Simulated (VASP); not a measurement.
# Fe (P6_3/mmc) in VASP: further runs, part 2 of 2

VASP 6.6.1. The steps go on from the part before.

## Step 4: Relaxation of cell and atoms, PBEsol

This run uses another cell than the first one, of 13.45 Å³/atom, 1.126 times its volume.

File INCAR:

```
ALGO = Fast ; EDIFF = 1E-6
EDIFFG = -0.01 ; ENCUT = 600
GGA = PS ; IBRION = 2
ISIF = 3 ; ISMEAR = 0
LASPH = True ; LCHARG = False
LREAL = False ; LWAVE = False
NELM = 60 ; NSW = 100
PREC = Accurate ; SIGMA = 0.1
```

File KPOINTS:

```
k-points
0
Gamma
  15 15 10
```

File POSCAR:

```
Fe
1.0
    3.5935354581      0.0000000000      0.0000000000
   -1.7967677291      3.1120929961      0.0000000000
    0.0000000000      0.0000000000      4.8090459567
Fe
4
Direct
    0.3333333333      0.6666666667      0.4640515197
    0.6666666667      0.3333333333      0.9640515197
    0.6666666667      0.3333333333      0.5359484803
    0.3333333333      0.6666666667      0.0359484803
```

Potentials or basis: VASP PAW PBE potentials, release 64 (Fe).

Started as:

```sh
$ cat potpaw_PBE.64/Fe/POTCAR > POTCAR
$ mpirun -np 1 vasp_std > vasp.out
```

OUTCAR:

```text
EDIFF = 1E-6
   EDIFFG = -0.01
   ENCUT = 600
   GGA = PS
   IBRION = 2
   ISIF = 3
   ISMEAR = 0
   LASPH = True
   LREAL = False
   NELM = 60
   NSW = 100
   PREC = Accurate

 ion  position               nearest neighbor table
   1  0.333  0.667  0.464-   4 2.06   3 2.10   3 2.10   3 2.10   4 2.75
   2  0.667  0.333  0.964-   3 2.06   4 2.10   4 2.10   4 2.10   3 2.75
   3  0.667  0.333  0.536-   2 2.06   1 2.10   1 2.10   1 2.10   2 2.75
   4  0.333  0.667  0.036-   1 2.06   2 2.10   2 2.10   2 2.10   1 2.75

  LATTYP: Found a hexagonal cell.
 ALAT       =     3.5935354581
 C/A-ratio  =     1.3382492013

  Lattice vectors:

 A1 = (   3.5935354581,   0.0000000000,   0.0000000000)
 A2 = (  -1.7967677291,   3.1120929961,   0.0000000000)
 A3 = (   0.0000000000,   0.0000000000,   4.8090459567)

Analysis of symmetry for initial positions (statically):
=====================================================================
 Subroutine PRICEL returns:
 Original cell was already a primitive cell.

 Routine SETGRP: Setting up the symmetry group for a
 hexagonal supercell.

 Subroutine GETGRP returns: Found 24 space group operations
 (whereof 12 operations were pure point group operations)
 out of a pool of 24 trial point group operations.

The static configuration has the point symmetry D_3d.
 The point group associated with its full space group is D_6h.

Analysis of symmetry for dynamics (positions and initial velocities):
=====================================================================
 Subroutine PRICEL returns:
 Original cell was already a primitive cell.

 Routine SETGRP: Setting up the symmetry group for a
 hexagonal supercell.

 Subroutine GETGRP returns: Found 24 space group operations
 (whereof 12 operations were pure point group operations)
 out of a pool of 24 trial point group operations.

The dynamic configuration has the point symmetry D_3d.
 The point group associated with its full space group is D_6h.

[... 130 lines left out ...]
   IVDW    =     0    specifies the selected vdW correction
   LEPSILON=     F    determine dielectric tensor
   LRPA    =     F    only Hartree local field effects (RPA)
 conjugate gradient relaxation of ions
 non-spin polarized calculation
 RMM-DIIS sequential band-by-band and
 Gauss-broadening in eV      SIGMA  =   0.10
  energy-cutoff  :      600.00
  volume of cell :       53.78
 maximum number of plane-waves:      1818
 NGX is ok and might be reduce to    30
   NGX = 15   NGY = 15   NGZ = 19

--------------------------------------- Ionic step        1  -------------------------------------------

 number of electron      31.9999990 magnetization

 Free energy of the ion-electron system (eV)
  ---------------------------------------------------
  ext. energy  EPLUGINS =         0.00000000
  ---------------------------------------------------
  free energy    TOTEN  =       -30.95566546 eV

  energy without entropy =      -30.92744170  energy(sigma->0) =      -30.94155358

------------------------ aborting loop because EDIFF is reached ----------------------------------------

  FORCE on cell =-STRESS in cart. coord.  units (eV):
  Direction    XX          YY          ZZ          XY          YZ          ZX
  --------------------------------------------------------------------------------------
  -------------------------------------------------------------------------------------
  Total       -0.5988256     -0.5988256     -0.6925603      0.0000000      0.0000000      0.0000000
  in kB      -17.8392879    -17.8392879    -20.6316883      0.0000000      0.0000000      0.0000000
  external PRESSURE =     -18.7700881 kB  Pullay stress =       0.0000000 kB
[... 291 lines left out ...]
--------------------------------------- Ionic step        9  -------------------------------------------

 number of electron      31.9999998 magnetization

 Free energy of the ion-electron system (eV)
  ---------------------------------------------------
  ext. energy  EPLUGINS =         0.00000000
  ---------------------------------------------------
  free energy    TOTEN  =       -30.96052532 eV

  energy without entropy =      -30.93193642  energy(sigma->0) =      -30.94623087

 E-fermi :   4.2809     XC(G=0): -12.1401

 val. band max:        4.2766053326   @ k =   0.3333   0.3333   0.5000
 cond. band min:       4.2824095212   @ k =   0.4667   0.0000   0.4000
 fundamental gap:      0.0058041887
 Fermi energy:         4.2809375142

 k-point     1 :       0.0000    0.0000    0.0000
  band No.  band energies     occupation
      1      -3.0368      2.00000
      2       0.5936      2.00000
      3       0.5936      2.00000
      4       0.5937      2.00000
      5       1.0536      2.00000
      6       1.5705      2.00000
[... 541 lines left out ...]
     19       5.5612      0.00000
     20       5.8403      0.00000

 [... further k-points ...]

------------------------ aborting loop because EDIFF is reached ----------------------------------------

  FORCE on cell =-STRESS in cart. coord.  units (eV):
  Direction    XX          YY          ZZ          XY          YZ          ZX
  --------------------------------------------------------------------------------------
  -------------------------------------------------------------------------------------
  Total       -0.0113239     -0.0113239      0.0139865      0.0000000      0.0000000      0.0000000
  in kB       -0.3416345     -0.3416345      0.4219656      0.0000000      0.0000000      0.0000000
  external PRESSURE =      -0.0871012 kB  Pullay stress =       0.0000000 kB
[... 19 lines left out ...]
  FREE ENERGIE OF THE ION-ELECTRON SYSTEM (eV)
  ---------------------------------------------------
  free  energy   TOTEN  =       -30.9605253204 eV

  energy  without entropy=      -30.9319364164  energy(sigma->0) =      -30.94623087

 reached required accuracy - stopping structural energy minimisation
```

CONTCAR:

```text
Fe
   1.00000000000000
     3.5842500332922276    0.0000000000001504    0.0000000000000000
    -1.7921250166958542    3.1040515823315786   -0.0000000000000000
     0.0000000000000000    0.0000000000000000    4.7732698140955527
  Fe
     4
Direct
     0.3333333332999970    0.6666666667000030    0.4656453874148751
     0.6666666667000030    0.3333333332999970    0.9656453874148752
     0.6666666667000030    0.3333333332999970    0.5343546125851248
     0.3333333332999970    0.6666666667000030    0.0343546125851248

  0.00000000E+00  0.00000000E+00  0.00000000E+00
  0.00000000E+00  0.00000000E+00  0.00000000E+00
  0.00000000E+00  0.00000000E+00  0.00000000E+00
  0.00000000E+00  0.00000000E+00  0.00000000E+00
```

Run time: 9.9 min. Hardware: 1 thread of Intel Xeon 6975P-C (Granite Rapids), shared host; peak memory 0.32 GiB.

What came out:

```
Free energy                            : -30.9605 eV
Relaxed volume                         : 13.28 Å³/atom
Relaxed cell                           : a = 3.584 Å, b = 3.584 Å, c = 4.773 Å, α = 90.00°, β = 90.00°, γ = 120.00°
Space group after relaxing (to 0.05 Å) : P6_3/mmc (No. 194)
Energy gained by relaxing              : 1.2 meV/atom
Ionic steps                            : 9
Pressure after relaxing                : 0.0 GPa
Largest force after relaxing           : 0.004 eV/Å
Band gap on the k mesh                 : zero (band 16 reaches 4.80 eV, above the bottom of band 17 at 3.15 eV)
```

Forces in eV/Å, atoms in the order of the input:
```
Fe   0.000  0.000  0.004
Fe   0.000  0.000  0.004
Fe   0.000  0.000 -0.004
Fe   0.000  0.000 -0.004
```

The path:
```csv
step,energy change (eV),largest force (eV/Å),pressure (GPa),volume (Å³)
1,0.0000,0.0345,-1.88,53.78
2,0.0000,0.1099,2.11,52.56
3,-0.0038,0.0725,0.10,53.17
4,-0.0045,0.0332,-0.01,53.13
5,-0.0048,0.0029,0.09,53.09
6,-0.0048,0.0036,-0.18,53.15
7,-0.0048,0.0027,-0.08,53.14
8,-0.0048,0.0038,-0.15,53.14
9,-0.0049,0.0042,-0.01,53.11
```

Final structure:
```
Fe
1.0
     3.58425    0.00000    0.00000
    -1.79213    3.10405    0.00000
     0.00000    0.00000    4.77327
Fe
4
Direct
  0.33333 0.66667 0.46565
  0.66667 0.33333 0.96565
  0.66667 0.33333 0.53435
  0.33333 0.66667 0.03435
```

Caveat: the PAW data sets were made with another functional, which shifts forces and pressure a little; the run has no spin polarisation, though such a crystal can be magnetic. Spin polarisation is off, so any magnetic state and its effect on volume and gap are missing.
